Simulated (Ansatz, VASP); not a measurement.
# SiNi in VASP and in Ansatz

```
CELL_PARAMETERS angstrom
4.11054 0.00000 0.00000
0.00000 4.11054 0.00000
0.00000 0.00000 4.64670
ATOMIC_POSITIONS crystal
Si 0.84646 0.84646 0.84646
Si 0.65354 0.15354 0.34646
Si 0.34646 0.65354 0.15354
Si 0.15354 0.34646 0.65354
Ni 0.14899 0.14899 0.14899
Ni 0.35101 0.85101 0.64899
Ni 0.64899 0.35101 0.85101
Ni 0.85101 0.64899 0.35101
```

Change from the starting cell: strain -0.080 along x and y, +0.040 along z, atoms carried along.

Alike in both runs: task single point; functional PBEsol; k mesh 10 × 10 × 10; occupations gaussian, width 0.15 eV; no spin polarisation.

|  | VASP | Ansatz |
| --- | --- | --- |
| version | VASP 6.6.1 | Ansatz 0.2.0 |
| potentials or method | VASP PAW PBE potentials, release 64 (Si, Ni), cutoff 520 eV | scalar-relativistic, plane waves, PAW |
| valence electrons in the cell | 56 | 88 |

```csv
,VASP,Ansatz,Ansatz less VASP
gap on the k mesh at the Fermi level (eV),none,none,-
pressure (GPa),38.5,38.2,-0.26
"traceless stress, the component that is largest in VASP (GPa)",-15.77,-15.54,+0.225
rms of the force components (eV/Å),0.320,0.318,-0.0019
```

VASP's potentials were made for PBE, not for PBEsol. Atom by atom the forces differ by 0.004 eV/Å (rms over components). A gap of «none» marks a metal or a gap that the smearing closes. Both programs put the cell under a high pressure, so it lies far from rest at this level. VASP's potentials hold 56 valence electrons a cell and Ansatz's 88, so a difference there can come from the potentials and not from the codes.
